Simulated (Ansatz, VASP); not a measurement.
Given: the input of a run of Ansatz 0.2.0 on AlN.

The input input.yaml:

```yaml
crystal:
  lattice:
    - [0.0, 2.169335443, 2.169335443]
    - [2.169335443, 0.0, 2.169335443]
    - [2.169335443, 2.169335443, 0.0]
  atoms:
    - { symbol: Al, position: [0.0, 0.0, 0.0] }
    - { symbol: "N", position: [0.25, 0.25, 0.25] }
hamiltonian:
  xc: pbesol
  pseudopotentials: { kind: paw }
  dispersion: d4
kpoints:
  mp_grid: { grid: [10, 10, 10] }
scf:
  occupations: { method: fermi_dirac, width: 0.05 }
output:
  forces: true
  stress: true
  eigenvalues: true
```

Potentials or basis: Ansatz PAW.

The run is started by

```console
$ ansatz run input.yaml --threads 2 --pin off --max-ram 5120MiB --backend cpu --events-out ev --progress --plain --runs-dir out
```

Question: Set up the same calculation for VASP 6.6.1. Potentials there: VASP PAW PBE potentials, release 64 (Al, N).

Answer: As run (the cutoff follows the program's own potentials):

File INCAR:

```
PREC = Accurate
ENCUT = 520
EDIFF = 1E-7
ISMEAR = -1
SIGMA = 0.05
LREAL = False
LASPH = True
NELM = 60
ALGO = Normal
ISIF = 2
LWAVE = False
LCHARG = False
GGA = PS
IVDW = 13
NBANDS = 11
```

The input KPOINTS:

```
regular mesh
0
Gamma
  10 10 10
```

Contents of POSCAR:

```
AlN
1.0
    0.0000000000      2.1693354430      2.1693354430
    2.1693354430      0.0000000000      2.1693354430
    2.1693354430      2.1693354430      0.0000000000
Al N
1 1
Direct
    0.0000000000      0.0000000000      0.0000000000
    0.2500000000      0.2500000000      0.2500000000
```

Potentials or basis: VASP PAW PBE potentials, release 64 (Al, N).

Command:

```sh
$ cat potpaw_PBE.64/Al/POTCAR potpaw_PBE.64/N/POTCAR > POTCAR
$ mpirun -np 1 vasp_std > vasp.out
```

Both were run:

|  | VASP | Ansatz | Ansatz less VASP |
| --- | --- | --- | --- |
| gap on the k mesh at the Fermi level (eV) | 3.20 | 3.21 | +0.010 |
| least direct gap on the mesh (eV) | 4.31 | 4.30 | -0.017 |
| pressure (GPa) | 2.9 | 2.9 | -0.02 |

VASP's potentials were made for PBE, not for PBEsol.
